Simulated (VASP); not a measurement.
A run of VASP 6.6.1 is set up as follows.

Contents of INCAR:

```
SYSTEM = ZnO
PREC     = Accurate       ! precision mode
ENCUT    = 520            ! plane-wave cutoff, eV
EDIFF    = 1E-6           ! SCF threshold, eV
ISMEAR   = 0              ! smearing method
SIGMA    = 0.05           ! smearing width, eV
LREAL    = .FALSE.        ! projectors in reciprocal space
LASPH    = .TRUE.         ! aspherical terms in the spheres
NELM     = 80             ! most SCF steps
ALGO     = Normal         ! electronic algorithm
ISIF     = 2              ! what is computed and relaxed
LWAVE    = .FALSE.        ! write WAVECAR
LCHARG   = .FALSE.        ! write CHGCAR
GGA      = PE             ! functional
NBANDS   = 26             ! bands
```

Contents of KPOINTS:

```
regular mesh
0
G
  12 12 6
  0 0 0
```

Contents of POSCAR:

```
ZnO
1.0
    3.2493987239      0.0000000000      0.0000000000
   -1.6246993619      2.8140618419      0.0000000000
    0.0000000000      0.0000000000      5.2038000000
Zn O
2 2
Direct
    0.3333333333      0.6666666667      0.0000000000
    0.6666666667      0.3333333333      0.5000000000
    0.3333333333      0.6666666667      0.3821000000
    0.6666666667      0.3333333333      0.8821000000
```

Potentials or basis: VASP PAW PBE potentials, release 64 (Zn, O).

The run is started by

```sh
$ cat potpaw_PBE.64/Zn/POTCAR potpaw_PBE.64/O/POTCAR > POTCAR
$ mpirun -np 1 vasp_std > vasp.out
```

(1) Estimate the largest force.

(2) Predict the band gap on the k mesh.

(3) What does it give for the pressure?

Results:

(1) 0.033 eV/Å.

(2) 0.79 eV, direct.

(3) 6.0 GPa.
